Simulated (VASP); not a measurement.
Write the native input for VASP 6.6.1 that does the following.

* Task: single point
* Functional: PBE
* Potentials or basis: VASP PAW PBE potentials, release 64 (Mg, Sn_d, N)
* Cutoff: 520 eV
* k mesh: 12 × 12 × 2
* Occupations: gaussian, width 0.1 eV
* Spin: no spin polarisation
* Dipole correction: no
* Further INCAR settings: ALGO = Normal; EDIFF = 1e-07; NBANDS = 36

The structure of Mg3Sn3N lies in POSCAR:

```
Mg3Sn3N
1.0
    3.3161362601      0.0000000000      0.0000000000
   -1.6580681300      2.8718582436      0.0000000000
    0.0000000000      0.0000000000     15.3796643539
Mg Sn N
3 3 1
Direct
    0.6666666667      0.3333333333      0.4084973958
    0.3333333333      0.6666666667      0.0692681919
    0.6666666667      0.3333333333      0.9355158242
    0.0000000000      0.0000000000      0.5767067963
    0.0000000000      0.0000000000      0.2467589653
    0.3333333333      0.6666666667      0.7601841055
    0.0000000000      0.0000000000      0.0030687211
```

The input as run:

INCAR

```
SYSTEM = Mg3Sn3N
PREC     = Accurate       ! precision mode
ENCUT    = 520            ! plane-wave cutoff, eV
EDIFF    = 1E-7           ! SCF threshold, eV
ISMEAR   = 0              ! smearing method
SIGMA    = 0.1            ! smearing width, eV
LREAL    = .False.        ! projectors in reciprocal space
LASPH    = .True.         ! aspherical terms in the spheres
NELM     = 60             ! most SCF steps
ALGO     = Normal         ! electronic algorithm
ISIF     = 2              ! what is computed and relaxed
LWAVE    = .False.        ! write WAVECAR
LCHARG   = .True.         ! write CHGCAR
GGA      = PE             ! functional
LELF     = .True.         ! ELF
LVHAR    = .True.       
NBANDS   = 36             ! bands
```

KPOINTS

```
regular mesh
0
Gamma
  12 12 2
  0 0 0
```

Potentials or basis: VASP PAW PBE potentials, release 64 (Mg, Sn_d, N).

Launch:

```sh
$ cat potpaw_PBE.64/Mg/POTCAR potpaw_PBE.64/Sn_d/POTCAR potpaw_PBE.64/N/POTCAR > POTCAR
$ mpirun -np 1 vasp_std > vasp.out
```

It gave:

| Property | Result |
| --- | --- |
| Pressure | -0.2 GPa |
| Largest force | 0.036 eV/Å |
| Band gap on the k mesh | zero (an odd number of electrons rules out a gap without spin polarisation) |

Caveat: spin-orbit coupling is left out, which moves the levels of the heavy elements.

Run time: 7.9 min on 1 thread of Intel Xeon 8259CL, with other jobs on the host, peak memory 0.41 GiB.
